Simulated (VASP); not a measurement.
Here is a VASP 6.6.1 calculation.

Contents of INCAR:

```
  PREC = Accurate
  ENCUT = 520
  EDIFF = 1E-7
  ISMEAR = -1
  SIGMA = 0.05
  LREAL = F
  LASPH = T
  NELM = 100
  ALGO = Normal
  ISIF = 2
  LWAVE = F
  LCHARG = F
  GGA = PS
  IVDW = 12
  NBANDS = 14
```

Contents of KPOINTS:

```
Automatic mesh
0
Gamma
  10 10 10
```

File POSCAR:

```
NaF
1.0
    0.0000000000      2.2862253293      2.2862253293
    2.2862253293      0.0000000000      2.2862253293
    2.2862253293      2.2862253293      0.0000000000
Na F
1 1
Direct
    0.0000000000      0.0000000000      0.0000000000
    0.5000000000      0.5000000000      0.5000000000
```

Potentials or basis: VASP PAW PBE potentials, release 64 (Na_pv, F).

Command:

```bash
$ cat potpaw_PBE.64/Na_pv/POTCAR potpaw_PBE.64/F/POTCAR > POTCAR
$ mpirun -np 1 vasp_std > vasp.out
```

Task: Predict the dispersion energy per atom.

Result: -0.169 eV.

Task: Estimate the pressure.

Result: -0.4 GPa.

Caveat: three body term missing; the PAW data sets were made with another functional, which shifts forces and pressure a little.
